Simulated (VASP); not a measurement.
BeTe, 2 atoms in the cell. It takes space group Fm-3m (No. 225, cubic). Conventional cell: a = 5.366 Å, b = 5.366 Å, c = 5.366 Å, α = 90.00°, β = 90.00°, γ = 90.00°. Be (site symmetry m-3m) has 6 Te at 2.68 Å within 3.5 Å. Te (site symmetry m-3m) has 6 Be at 2.68 Å within 3.5 Å. 

```yaml
Program: VASP 6.6.1
Task: single point
Functional: PBEsol
Potentials_or_basis: VASP PAW PBE potentials, release 64 (Be, Te)
Cutoff: 600 eV
k_mesh: 6 × 6 × 6
Occupations: gaussian, width 0.05 eV
Spin: no spin polarisation
Dipole_correction: no
Further_INCAR_settings: ALGO = Normal; EDIFF = 1e-06; NBANDS = 11
```

Potentials or basis: VASP PAW PBE potentials, release 64 (Be, Te).

Run with:

```console
$ cat potpaw_PBE.64/Be/POTCAR potpaw_PBE.64/Te/POTCAR > POTCAR
$ mpirun -np 1 vasp_std > vasp.out
```

Hardware: 1 thread of AMD EPYC 7R13 Processor (Zen 3), with other jobs on the host.

**Question.** Estimate the wall time of this run.

**Answer.** Run time: 5.2 s on 1 thread of AMD EPYC 7R13 Processor (Zen 3) (shared host), peak memory 0.14 GiB. Counts: scf iterations 10, k points 16.
